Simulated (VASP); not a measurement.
Wanted: the native input for a VASP 6.6.1 run.

```
Task                   : single point
Functional             : PBE
Potentials or basis    : VASP PAW PBE potentials, release 64 (Na_pv, S)
Cutoff                 : 500 eV
k mesh                 : 8 × 8 × 8
Occupations            : gaussian, width 0.02 eV
Spin                   : no spin polarisation
Dipole correction      : no
Further INCAR settings : ALGO = Normal; EDIFF = 1e-06; NBANDS = 17
```

The structure of Na2S lies in POSCAR:

```
Na2S
1.0
    0.0000000000      3.1823728677      3.1823728677
    3.1823728677      0.0000000000      3.1823728677
    3.1823728677      3.1823728677      0.0000000000
Na S
2 1
Direct
    0.2500000000      0.2500000000      0.2500000000
    0.7500000000      0.7500000000      0.7500000000
    0.0000000000      0.0000000000      0.0000000000
```

These files were run (other wordings do the same):

INCAR

```
SYSTEM = Na2S
  ALGO = Normal
  EDIFF = 1E-6
  ENCUT = 500
  GGA = PE
  GGA_COMPAT = .FALSE.
  ISIF = 2
  ISMEAR = 0
  LASPH = .TRUE.
  LCHARG = .TRUE.
  LELF = .TRUE.
  LREAL = .FALSE.
  LVHAR = .TRUE.
  LWAVE = .FALSE.
  NBANDS = 17
  NELM = 120
  PREC = Accurate
  SIGMA = 0.02
```

KPOINTS

```
k-points
0
G
  8 8 8
  0 0 0
```

Potentials or basis: VASP PAW PBE potentials, release 64 (Na_pv, S).

Launch:

```sh
$ cat potpaw_PBE.64/Na_pv/POTCAR potpaw_PBE.64/S/POTCAR > POTCAR
$ mpirun -np 1 vasp_std > vasp.out
```

Results of the run:

The pressure is 3.3 GPa and the band gap on the k mesh is 2.77 eV.

Caveat: the cell stands under pressure.

Run time: 36 s on 1 thread of Intel(R) Xeon(R) Platinum 8488C (Sapphire Rapids), on a shared host, peak memory 0.2 GiB.
